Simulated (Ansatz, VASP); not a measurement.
# One calculation of CdF2, two programs

The input INCAR:

```
SYSTEM = CdF2
PREC = Accurate
ENCUT = 520
EDIFF = 1E-6
ISMEAR = 0
SIGMA = 0.05
LREAL = .False.
LASPH = .True.
NELM = 60
ALGO = Normal
ISIF = 2
LWAVE = .False.
LCHARG = .True.
GGA = PS
LELF = .True.
LVHAR = .True.
NBANDS = 20
```

KPOINTS

```
Automatic mesh
0
Gamma
  8 8 8
  0 0 0
```

Contents of POSCAR:

```
CdF2
1.0
    0.0000000000      2.8367716637      2.6183402456
    2.8367716637      0.0000000000      2.6183402456
    2.8367716637      2.8367716637      0.0000000000
Cd F
1 2
Direct
    0.0000000000      0.0000000000      0.0000000000
    0.2500000000      0.2500000000      0.2500000000
    0.7500000000      0.7500000000      0.7500000000
```

Input for Ansatz:

```yaml
crystal:
  lattice:
    - [0.0, 2.8367716637, 2.6183402456]
    - [2.8367716637, 0.0, 2.6183402456]
    - [2.8367716637, 2.8367716637, 0.0]
  atoms:
    - { symbol: Cd, position: [0.0, 0.0, 0.0] }
    - { symbol: F, position: [0.25, 0.25, 0.25] }
    - { symbol: F, position: [0.75, 0.75, 0.75] }
basis:
  ecutwfc: 520.0
kpoints:
  mp_grid: { grid: [8, 8, 8] }
hamiltonian:
  xc: pbesol
scf:
  occupations: { method: gaussian, width: 0.05 }
output:
  forces: true
  stress: true
  eigenvalues: true
  write_density: true
  write_potential: true
  elf: true
  volumetric_format: npy
```

Alike in both runs: task single point; functional PBEsol; k mesh 8 × 8 × 8; occupations gaussian, width 0.05 eV; no spin polarisation.

|  | VASP | Ansatz |
| --- | --- | --- |
| version | VASP 6.6.1 | Ansatz 0.2.0 |
| potentials or method | VASP PAW PBE potentials, release 64 (Cd, F), cutoff 520 eV | scalar-relativistic, plane waves, PAW |
| valence electrons in the cell | 26 | 34 |

```tsv
	VASP	Ansatz	Ansatz less VASP
gap on the k mesh at the Fermi level (eV)	2.43	2.46	+0.029
least direct gap on the mesh (eV)	2.95	2.99	+0.034
pressure (GPa)	-6.5	-6.9	-0.48
traceless stress, the component that is largest in VASP (GPa)	5.64	5.71	+0.069
```

VASP's potentials were made for PBE, not for PBEsol. With one functional, cell and mesh, what is left measures potentials, basis and numerics. VASP's potentials hold 26 valence electrons a cell and Ansatz's 34, so a difference there can come from the potentials and not from the codes.
